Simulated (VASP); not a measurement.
# Mo (Im-3m) in VASP: single point with PBEsol

Aim: the single point of Mo with PBEsol.

Everything below comes from runs of VASP 6.6.1. Logs are shortened: lines on timing, memory, paths and dates and some standing lists are left out, and cuts for length are marked.

## 1. The cell of the first run

The structure is cubic, space group Im-3m (No. 229). Conventional cell: a = 3.129 Å, b = 3.129 Å, c = 3.129 Å, α = 90.00°, β = 90.00°, γ = 90.00°. Mo (site symmetry m-3m) has 14 Mo at 2.71 to 3.13 Å within 3.6 Å.

## 2. Single point, PBEsol

Contents of INCAR:

```
PREC = Accurate
ENCUT = 500
EDIFF = 1E-6
ISMEAR = 0
SIGMA = 0.1
LREAL = F
LASPH = T
NELM = 120
ALGO = Normal
ISIF = 2
LWAVE = F
LCHARG = F
GGA = PS
NBANDS = 13
GGA_COMPAT = F
```

Contents of KPOINTS:

```
Automatic mesh
0
Gamma
  6 6 6
```

Contents of POSCAR:

```
Mo
1.0
   -1.5647312348      1.5647312348      1.5647312348
    1.5647312348     -1.5647312348      1.5647312348
    1.5647312348      1.5647312348     -1.5647312348
Mo
1
Direct
    0.0000000000      0.0000000000      0.0000000000
```

Potentials or basis: VASP PAW PBE potentials, release 64 (Mo_sv).

Run with:

```console
cat potpaw_PBE.64/Mo_sv/POTCAR > POTCAR
mpirun -np 1 vasp_std > vasp.out
```

OUTCAR:

```text
PREC = Accurate
   ENCUT = 500
   EDIFF = 1E-6
   ISMEAR = 0
   LREAL = F
   LASPH = T
   NELM = 120
   ISIF = 2
   GGA = PS

 ion  position               nearest neighbor table
   1  0.000  0.000  0.000-

  LATTYP: Found a body centered cubic cell.
 ALAT       =     3.1294624696

  Lattice vectors:

 A1 = (  -1.5647312348,   1.5647312348,   1.5647312348)
 A2 = (   1.5647312348,  -1.5647312348,   1.5647312348)
 A3 = (   1.5647312348,   1.5647312348,  -1.5647312348)

Analysis of symmetry for initial positions (statically):
=====================================================================
 Subroutine PRICEL returns:
 Original cell was already a primitive cell.

 Routine SETGRP: Setting up the symmetry group for a
 body centered cubic supercell.

 Subroutine GETGRP returns: Found 48 space group operations
 (whereof 48 operations were pure point group operations)
 out of a pool of 48 trial point group operations.

The static configuration has the point symmetry O_h .

Analysis of symmetry for dynamics (positions and initial velocities):
=====================================================================
 Subroutine PRICEL returns:
 Original cell was already a primitive cell.

 Routine SETGRP: Setting up the symmetry group for a
 body centered cubic supercell.

 Subroutine GETGRP returns: Found 48 space group operations
 (whereof 48 operations were pure point group operations)
 out of a pool of 48 trial point group operations.

The dynamic configuration has the point symmetry O_h .

 Subroutine INISYM returns: Found 48 space group operations
 (whereof 48 operations are pure point group operations),
 and found     1 'primitive' translations

----------------------------------------------------------------------------------------

                                     Primitive cell

  volume of cell :      15.3243

  direct lattice vectors                    reciprocal lattice vectors
    -1.564731235  1.564731235  1.564731235     0.000000000  0.319543695  0.319543695
     1.564731235 -1.564731235  1.564731235     0.319543695  0.000000000  0.319543695
     1.564731235  1.564731235 -1.564731235     0.319543695  0.319543695  0.000000000

  length of vectors
     2.710193999  2.710193999  2.710193999     0.451903027  0.451903027  0.451903027

  position of ions in fractional coordinates (direct lattice)
     0.000000000  0.000000000  0.000000000
[... 72 lines left out ...]
   NFREE  =      0    steps in history (QN), initial steepest desc. (CG)
   ISIF   =      2    stress and relaxation
   ISYM   =      2    0-nonsym 1-usesym 2-fastsym
   POTIM  = 0.5000    time-step for ionic-motion
   TEBEG  =    0.0;   TEEND  =   0.0 temperature during run
   PSTRESS=    0.0 pullay stress
   NELECT =      14.0000    total number of electrons
   NUPDOWN=      -1.0000    fix difference up-down
   EMIN   =  10.00;   EMAX   =-10.00  energy-range for DOS
   EFERMI =   0.00;   METHOD = LEGACY
   ISMEAR =     0;   SIGMA  =   0.10  broadening in eV -4-tet -1-fermi 0-gaus
   EFERMI_NEDOS =   21; number of points for ismear=-14 and -15
   IALGO  =     38    algorithm
   IMIX   =      4    mixing-type and parameters
     AMIX     =   0.40;   BMIX     =  1.00
     AMIX_MAG =   1.60;   BMIX_MAG =  1.00
  volume/ion in A,a.u.               =      15.32       103.41
  Fermi-wavevector in a.u.,A,eV,Ry     =   1.588514  3.001857 34.332632  2.523377
  Thomas-Fermi vector in A             =   2.687506
   LORBIT       =      0    0 simple, 1 ext, 2 COOP (PROOUT), +10 PAW based schemes
   GGA     = PS    functional components
   LHFCALC =     F    Hartree Fock is set to
   AEXX    =    0.0000 exact exchange contribution
   IVDW    =     0    specifies the selected vdW correction
   LEPSILON=     F    determine dielectric tensor
   LRPA    =     F    only Hartree local field effects (RPA)
 non-spin polarized calculation
 Gauss-broadening in eV      SIGMA  =   0.10
  energy-cutoff  :      500.00
  volume of cell :       15.32
 maximum number of plane-waves:       402
   NGX =  9   NGY =  9   NGZ =  9

 number of electron      13.9999998 magnetization

 Free energy of the ion-electron system (eV)
  ---------------------------------------------------
  ext. energy  EPLUGINS =         0.00000000
  ---------------------------------------------------
  free energy    TOTEN  =       -11.84437812 eV

  energy without entropy =      -11.84431172  energy(sigma->0) =      -11.84434492

 E-fermi :  12.7427     XC(G=0): -13.6437

 val. band max:       12.5286205314   @ k =   0.1667   0.0000   0.0000
 cond. band min:      12.9710223182   @ k =  -0.3333   0.3333   0.1667
 fundamental gap:      0.4424017867
 Fermi energy:        12.7426712271

 k-point     1 :       0.0000    0.0000    0.0000
  band No.  band energies     occupation
      1     -48.4286      2.00000
      2     -21.6669      2.00000
      3     -21.6669      2.00000
      4     -21.6669      2.00000
      5       5.4370      2.00000
      6      11.3711      2.00000
      7      11.3711      2.00000
      8      11.3711      2.00000
      9      14.4609      0.00000
     10      14.4609      0.00000
     11      27.6262      0.00000
     12      27.6262      0.00000
     13      27.6262      0.00000
[... 226 lines left out ...]
  band No.  band energies     occupation
      1     -47.9376      2.00000
      2     -22.6976      2.00000
      3     -22.6976      2.00000
      4     -22.6976      2.00000
      5       7.1591      2.00000
      6       7.1591      2.00000
      7      16.8991      0.00000
      8      16.8991      0.00000
      9      16.8991      0.00000
     10      21.9617      0.00000
     11      21.9617      0.00000
     12      21.9617      0.00000
     13      32.8123      0.00000

------------------------ aborting loop because EDIFF is reached ----------------------------------------

  FORCE on cell =-STRESS in cart. coord.  units (eV):
  Direction    XX          YY          ZZ          XY          YZ          ZX
  --------------------------------------------------------------------------------------
  -------------------------------------------------------------------------------------
  Total        0.0323120      0.0323120      0.0323120      0.0000000      0.0000000      0.0000000
  in kB        3.3782797      3.3782797      3.3782797      0.0000000      0.0000000      0.0000000
  external PRESSURE =       3.3782797 kB  Pullay stress =       0.0000000 kB

 VOLUME and BASIS-vectors are now :
 -----------------------------------------------------------------------------
  energy-cutoff  :      500.00
  volume of cell :       15.32
      direct lattice vectors                 reciprocal lattice vectors
    -1.564731235  1.564731235  1.564731235     0.000000000  0.319543695  0.319543695
     1.564731235 -1.564731235  1.564731235     0.319543695  0.000000000  0.319543695
     1.564731235  1.564731235 -1.564731235     0.319543695  0.319543695  0.000000000

 POSITION                                       TOTAL-FORCE (eV/Angst)
 -----------------------------------------------------------------------------------
      0.00000      0.00000      0.00000         0.000000      0.000000     -0.000000
 -----------------------------------------------------------------------------------
    total drift:                                0.000000      0.000000      0.000000

  FREE ENERGIE OF THE ION-ELECTRON SYSTEM (eV)
  ---------------------------------------------------
  free  energy   TOTEN  =       -11.8443781201 eV

  energy  without entropy=      -11.8443117213  energy(sigma->0) =      -11.84434492
```

OSZICAR:

```text
N       E                     dE             d eps       ncg     rms          rms(c)
DAV:   1     0.836644335367E+02    0.83664E+02   -0.77044E+03   416   0.106E+03
DAV:   2    -0.116711380632E+02   -0.95336E+02   -0.91644E+02   476   0.303E+02
DAV:   3    -0.125900225565E+02   -0.91888E+00   -0.91663E+00   471   0.299E+01
DAV:   4    -0.125922012504E+02   -0.21787E-02   -0.21786E-02   461   0.171E+00
DAV:   5    -0.125922156277E+02   -0.14377E-04   -0.14377E-04   466   0.122E-01    0.166E+01
DAV:   6    -0.119525478914E+02    0.63967E+00   -0.75397E-01   426   0.106E+01    0.461E+00
DAV:   7    -0.118507042563E+02    0.10184E+00   -0.16607E-01   441   0.474E+00    0.102E+00
DAV:   8    -0.118443863445E+02    0.63179E-02   -0.41151E-03   436   0.816E-01    0.227E-01
DAV:   9    -0.118443702256E+02    0.16119E-04   -0.98561E-05   451   0.120E-01    0.972E-02
DAV:  10    -0.118443777910E+02   -0.75654E-05   -0.10334E-05   436   0.384E-02    0.725E-03
DAV:  11    -0.118443781201E+02   -0.32913E-06   -0.96100E-08   238   0.337E-03
   1 F= -.11844378E+02 E0= -.11844345E+02  d E =-.663988E-04
```

stdout:

```text
POSCAR found type information on POSCAR Mo
 POSCAR found :  1 types and       1 ions
 scaLAPACK will be used
 -----------------------------------------------------------------------------
|                                                                             |
|                                                                             |
|     You enforced a specific xc type in the INCAR file but a different       |
|     I HOPE YOU KNOW WHAT YOU ARE DOING!                                     |
|                                                                             |
 -----------------------------------------------------------------------------

 LDA part: xc-table for (Slater+PW92), standard interpolation
 POSCAR, INCAR and KPOINTS ok, starting setup
 FFT: planning ... GRIDC
 FFT: planning ... GRID_SOFT
 FFT: planning ... GRID
 WAVECAR not read
 entering main loop
```

It took 3.5 s on 1 thread of Intel Xeon Platinum 8488C (Sapphire Rapids), shared host; peak memory 0.12 GiB.

What came out:

| Property | Result |
| --- | --- |
| Free energy | -11.8444 eV |
| Pressure | 0.3 GPa |
| Band gap on the k mesh | zero (band 7 reaches 16.90 eV, above the bottom of band 8 at 11.37 eV) |

Caveat: the k points lie up to 0.47 Å⁻¹ apart; the PAW data sets were made with another functional, which shifts forces and pressure a little.
